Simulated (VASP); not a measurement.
# Fe (Im-3m) in VASP: single point with r2SCAN

Aim: the single point of Fe with r2SCAN.

Program: VASP 6.6.1. These are calculated values, not measurements. Logs are shortened: lines on timing, memory, paths and dates and some standing lists are left out, and cuts for length are marked.

## (1) The cell of the first run

It takes space group Im-3m (No. 229, cubic). Conventional cell: a = 2.786 Å, b = 2.786 Å, c = 2.786 Å, α = 90.00°, β = 90.00°, γ = 90.00°. Within 3.2 Å of Fe (site symmetry m-3m) lie 14 Fe at 2.41 to 2.79 Å.

## (2) Single point, r2SCAN, collinear spin, ferromagnetic start

File POSCAR:

```
Fe
1.0
   -1.3929037257      1.3929037257      1.3929037257
    1.3929037257     -1.3929037257      1.3929037257
    1.3929037257      1.3929037257     -1.3929037257
Fe
1
Direct
    0.0000000000      0.0000000000      0.0000000000
```

File INCAR.step1:

```
ALGO     = Normal         # electronic algorithm
EDIFF    = 1E-5           # SCF threshold, eV
ENCUT    = 660            # plane-wave cutoff, eV
GGA      = PE             # functional
GGA_COMPAT= False        
ISMEAR   = 0              # smearing method
ISPIN    = 2              # spin polarisation
LASPH    = True           # aspherical terms in the spheres
LCHARG   = False          # write CHGCAR
LMAXMIX  = 4              # l up to which the mixer works
LREAL    = False          # projectors in reciprocal space
LWAVE    = True           # write WAVECAR
MAGMOM   = 2.32           # initial moments
NBANDS   = 14             # bands
NELM     = 200            # most SCF steps
PREC     = Accurate       # precision mode
SIGMA    = 0.1            # smearing width, eV
```

File INCAR.step2:

```
ALGO     = Normal         # electronic algorithm
EDIFF    = 1E-6           # SCF threshold, eV
ENCUT    = 660            # plane-wave cutoff, eV
GGA_COMPAT= False        
ISIF     = 2              # what is computed and relaxed
ISMEAR   = 0              # smearing method
ISPIN    = 2              # spin polarisation
ISTART   = 1            
LASPH    = True           # aspherical terms in the spheres
LCHARG   = True           # write CHGCAR
LELF     = True           # ELF
LMAXMIX  = 4              # l up to which the mixer works
LMIXTAU  = True         
LORBIT   = 11             # projections on sites
LREAL    = False          # projectors in reciprocal space
LVHAR    = True         
LWAVE    = False          # write WAVECAR
MAGMOM   = 2.32           # initial moments
METAGGA  = R2SCAN         # meta-GGA
NBANDS   = 14             # bands
NELM     = 200            # most SCF steps
PREC     = Accurate       # precision mode
SIGMA    = 0.1            # smearing width, eV
```

File KPOINTS:

```
k-points
0
Gamma
  20 20 20
```

Potentials or basis: VASP PAW PBE potentials, release 64 (Fe).

Run with:

```console
$ cat potpaw_PBE.64/Fe/POTCAR > POTCAR
$ cp INCAR.step1 INCAR
$ mpirun -np 1 vasp_std > vasp.out
$ cp INCAR.step2 INCAR
$ mpirun -np 1 vasp_std > vasp.out
```

OUTCAR:

```text
EDIFF = 1E-6
   ENCUT = 660
   ISIF = 2
   ISMEAR = 0
   ISPIN = 2
   ISTART = 1
   LASPH = True
   LORBIT = 11
   LREAL = False
   METAGGA = R2SCAN
   NELM = 200
   PREC = Accurate

 ion  position               nearest neighbor table
   1  0.000  0.000  0.000-

  LATTYP: Found a body centered cubic cell.
 ALAT       =     2.7858074514

  Lattice vectors:

 A1 = (  -1.3929037257,   1.3929037257,   1.3929037257)
 A2 = (   1.3929037257,  -1.3929037257,   1.3929037257)
 A3 = (   1.3929037257,   1.3929037257,  -1.3929037257)

Analysis of symmetry for initial positions (statically):
=====================================================================
 Subroutine PRICEL returns:
 Original cell was already a primitive cell.

 Routine SETGRP: Setting up the symmetry group for a
 body centered cubic supercell.

 Subroutine GETGRP returns: Found 48 space group operations
 (whereof 48 operations were pure point group operations)
 out of a pool of 48 trial point group operations.

The static configuration has the point symmetry O_h .

Analysis of symmetry for dynamics (positions and initial velocities):
=====================================================================
 Subroutine PRICEL returns:
 Original cell was already a primitive cell.

 Routine SETGRP: Setting up the symmetry group for a
 body centered cubic supercell.

 Subroutine GETGRP returns: Found 48 space group operations
 (whereof 48 operations were pure point group operations)
 out of a pool of 48 trial point group operations.

The dynamic configuration has the point symmetry O_h .

Analysis of structural, dynamic, and magnetic symmetry:
=====================================================================
 Subroutine PRICEL returns:
 Original cell was already a primitive cell.

 Routine SETGRP: Setting up the symmetry group for a
 body centered cubic supercell.

 Subroutine GETGRP returns: Found 48 space group operations
 (whereof 48 operations were pure point group operations)
 out of a pool of 48 trial point group operations.

The overall configuration has the point symmetry O_h .

 Subroutine INISYM returns: Found 48 space group operations
 (whereof 48 operations are pure point group operations),
 and found     1 'primitive' translations

----------------------------------------------------------------------------------------

                                     Primitive cell

  volume of cell :      10.8099

  direct lattice vectors                    reciprocal lattice vectors
    -1.392903726  1.392903726  1.392903726     0.000000000  0.358962354  0.358962354
     1.392903726 -1.392903726  1.392903726     0.358962354  0.000000000  0.358962354
     1.392903726  1.392903726 -1.392903726     0.358962354  0.358962354  0.000000000

  length of vectors
     2.412580023  2.412580023  2.412580023     0.507649429  0.507649429  0.507649429

  position of ions in fractional coordinates (direct lattice)
     0.000000000  0.000000000  0.000000000

  ion indices of the primitive-cell ions
   primitive index   ion index
                 1           1

----------------------------------------------------------------------------------------

 KPOINTS: k-points

Automatic generation of k-mesh.
 Grid dimensions read from file:
 generate k-points for:   20   20   20

 Generating k-lattice:

  Cartesian coordinates                     Fractional coordinates (reciprocal lattice)
     0.000000000  0.017948118  0.017948118     0.050000000  0.000000000  0.000000000
     0.017948118  0.000000000  0.017948118     0.000000000  0.050000000  0.000000000
     0.017948118  0.017948118  0.000000000     0.000000000  0.000000000  0.050000000

  Length of vectors
     0.025382471  0.025382471  0.025382471

  Shift w.r.t. Gamma in fractional coordinates (k-lattice)
     0.000000000  0.000000000  0.000000000

 Subroutine IBZKPT returns following result:
 ===========================================

 Found    256 irreducible k-points:

 Following reciprocal coordinates:
            Coordinates               Weight
  0.000000  0.000000  0.000000      1.000000
  0.050000  0.000000  0.000000     12.000000
  0.100000  0.000000  0.000000     12.000000
  0.150000  0.000000  0.000000     12.000000
  0.200000  0.000000  0.000000     12.000000
  0.250000  0.000000  0.000000     12.000000
[... 16 lines left out ...]
  0.200000  0.100000  0.000000     48.000000
  0.250000  0.100000  0.000000     48.000000
 [... further k-points ...]
   k-points           NKPTS =    256   k-points in BZ     NKDIM =    256   number of bands    NBANDS=     14
   number of dos      NEDOS =    301   number of ions     NIONS =      1
   total plane-waves  NPLWV =   8000
   dimension x,y,z NGX =    20 NGY =   20 NGZ =   20
   dimension x,y,z NGXF=    40 NGYF=   40 NGZF=   40
   ions per type =               1
   NGX,Y,Z   is equivalent  to a cutoff of  13.78, 13.78, 13.78 a.u.
   NGXF,Y,Z  is equivalent  to a cutoff of  27.56, 27.56, 27.56 a.u.
 SYSTEM =  unknown system
   PREC   = accura    normal or accurate (medium, high low for compatibility)
   ISTART =      1    job   : 0-new  1-cont  2-samecut
   ICHARG =      0    charge: 1-file 2-atom 10-const
   ISPIN  =      2    spin polarized calculation?
   LNONCOLLINEAR =      F non collinear calculations
   LSORBIT =      F    spin-orbit coupling
   LASPH  =      T    aspherical Exc in radial PAW
   ENCUT  =  660.0 eV  48.51 Ry    6.96 a.u.   5.05  5.05  5.05*2*pi/ulx,y,z
   NELM   =    200;   NELMIN=  2; NELMDL=  0     # of ELM steps
   EDIFF  = 0.1E-05   stopping-criterion for ELM
   LREAL  =      F    real-space projection
   EDIFFG = 0.1E-04   stopping-criterion for IOM
   NSW    =      0    number of steps for IOM
   IBRION =     -1    ionic relax: 0-MD 1-quasi-New 2-CG
   NFREE  =      0    steps in history (QN), initial steepest desc. (CG)
   ISIF   =      2    stress and relaxation
   ISYM   =      2    0-nonsym 1-usesym 2-fastsym
   POTIM  = 0.5000    time-step for ionic-motion
   TEBEG  =    0.0;   TEEND  =   0.0 temperature during run
   PSTRESS=    0.0 pullay stress
   NELECT =       8.0000    total number of electrons
   NUPDOWN=      -1.0000    fix difference up-down
   EMIN   =  10.00;   EMAX   =-10.00  energy-range for DOS
   EFERMI =   0.00;   METHOD = LEGACY
   ISMEAR =     0;   SIGMA  =   0.10  broadening in eV -4-tet -1-fermi 0-gaus
   EFERMI_NEDOS =   21; number of points for ismear=-14 and -15
   IALGO  =     38    algorithm
   IMIX   =      4    mixing-type and parameters
     AMIX     =   0.40;   BMIX     =  1.00
     AMIX_MAG =   1.60;   BMIX_MAG =  1.00
  volume/ion in A,a.u.               =      10.81        72.95
  Fermi-wavevector in a.u.,A,eV,Ry     =   1.480802  2.798310 29.834519  2.192775
  Thomas-Fermi vector in A             =   2.594791
   LORBIT       =     11    0 simple, 1 ext, 2 COOP (PROOUT), +10 PAW based schemes
   METAGGA = R2SCAN    functional components
   LHFCALC =     F    Hartree Fock is set to
   AEXX    =    0.0000 exact exchange contribution
   IVDW    =     0    specifies the selected vdW correction
   LEPSILON=     F    determine dielectric tensor
   LRPA    =     F    only Hartree local field effects (RPA)
 spin polarized calculation
 Gauss-broadening in eV      SIGMA  =   0.10
  energy-cutoff  :      660.00
  volume of cell :       10.81
 maximum number of plane-waves:       429
   NGX = 11   NGY = 11   NGZ = 11

 number of electron       8.0000000 magnetization       2.5372306

 Free energy of the ion-electron system (eV)
  ---------------------------------------------------
  ext. energy  EPLUGINS =         0.00000000
  ---------------------------------------------------
  free energy    TOTEN  =       -14.31246784 eV

  energy without entropy =      -14.30840144  energy(sigma->0) =      -14.31043464

 E-fermi :   6.1819     XC(G=0): -14.5660

 val. band max:        6.1790771169   @ k =   0.2500   0.1000   0.0500
 cond. band min:       6.1839871557   @ k =  -0.2500   0.2500   0.1500
 fundamental gap:      0.0049100388
 Fermi energy:         6.1818902444

 spin component 1

 k-point     1 :       0.0000    0.0000    0.0000
  band No.  band energies     occupation
      1      -2.6588      1.00000
      2       3.2046      1.00000
      3       3.2046      1.00000
      4       3.2046      1.00000
      5       4.5862      1.00000
      6       4.5862      1.00000
      7      32.8685      0.00000
      8      32.8685      0.00000
      9      32.8685      0.00000
     10      38.2816      0.00000
     11      38.2816      0.00000
     12      40.4642      0.00000
     13      40.4642      0.00000
     14      40.4642      0.00000
[... 375 lines left out ...]
 k-point    24 :       0.2500    0.1000    0.0000
  band No.  band energies     occupation
      1       0.5262      1.00000
      2       2.4561      1.00000
      3       3.1105      1.00000
      4       4.3817      1.00000
      5       4.7966      1.00000
      6       5.4566      1.00000
      7      20.8704      0.00000
      8      25.6597      0.00000
      9      29.4885      0.00000
     10      32.9111      0.00000
     11      37.7244      0.00000
     12      39.3648      0.00000
     13      45.2917      0.00000
     14      47.4313      0.00000

 [... further k-points ...]

 spin component 2

 k-point     1 :       0.0000    0.0000    0.0000
  band No.  band energies     occupation
      1      -3.2370      1.00000
      2       6.4552      0.00006
      3       6.4553      0.00006
      4       6.4553      0.00006
      5       8.8839      0.00000
      6       8.8839      0.00000
      7      32.5182      0.00000
      8      32.5182      0.00000
      9      32.5182      0.00000
     10      38.8875      0.00000
     11      38.8876      0.00000
     12      42.2520      0.00000
     13      42.2520      0.00000
     14      42.2521      0.00000
[... 375 lines left out ...]
 k-point    24 :       0.2500    0.1000    0.0000
  band No.  band energies     occupation
      1       0.6054      1.00000
      2       5.3675      1.00000
      3       5.5536      1.00000
      4       8.3836      0.00000
      5       8.7802      0.00000
      6       9.1734      0.00000
      7      22.0050      0.00000
      8      26.2501      0.00000
      9      30.7768      0.00000
     10      33.4642      0.00000
     11      38.9849      0.00000
     12      40.4048      0.00000
     13      46.3584      0.00000
     14      48.9991      0.00000

 [... further k-points ...]
[... 5 lines left out ...]
  --------------------------------------------------------------------------------------
  -------------------------------------------------------------------------------------
  Total        1.1714941      1.1714941      1.1714941      0.0000000      0.0000000     -0.0000000
  in kB      173.6310459    173.6310459    173.6310459      0.0000000      0.0000000     -0.0000000
  external PRESSURE =     173.6310459 kB  Pullay stress =       0.0000000 kB

 VOLUME and BASIS-vectors are now :
 -----------------------------------------------------------------------------
  energy-cutoff  :      660.00
  volume of cell :       10.81
      direct lattice vectors                 reciprocal lattice vectors
    -1.392903726  1.392903726  1.392903726     0.000000000  0.358962354  0.358962354
     1.392903726 -1.392903726  1.392903726     0.358962354  0.000000000  0.358962354
     1.392903726  1.392903726 -1.392903726     0.358962354  0.358962354  0.000000000

 POSITION                                       TOTAL-FORCE (eV/Angst)
 -----------------------------------------------------------------------------------
      0.00000      0.00000      0.00000        -0.000000     -0.000000     -0.000000
 -----------------------------------------------------------------------------------
    total drift:                                0.000000     -0.000000      0.000000

  FREE ENERGIE OF THE ION-ELECTRON SYSTEM (eV)
  ---------------------------------------------------
  free  energy   TOTEN  =       -14.3124678368 eV

  energy  without entropy=      -14.3084014374  energy(sigma->0) =      -14.31043464

 total charge

# of ion       s       p       d       tot
------------------------------------------
    1        0.513   0.620   6.255   7.387

 magnetization (x)

# of ion       s       p       d       tot
------------------------------------------
    1       -0.015  -0.117   2.708   2.576
```

Run time: 6 min. Hardware: 1 thread of Intel Xeon Platinum 8375C at 2.90GHz (Ice Lake), shared host; peak memory 0.2 GiB.

Results:

```yaml
Free_energy: -14.3125 eV
Pressure: 17.4 GPa
Net_moment: 2.54 μB per cell
Site_moments: Fe +2.58 μB
Valence_electrons_inside_the_program's_atomic_spheres: Fe 7.39
```

Caveat: the PAW data sets were made with another functional, which shifts forces and pressure a little.
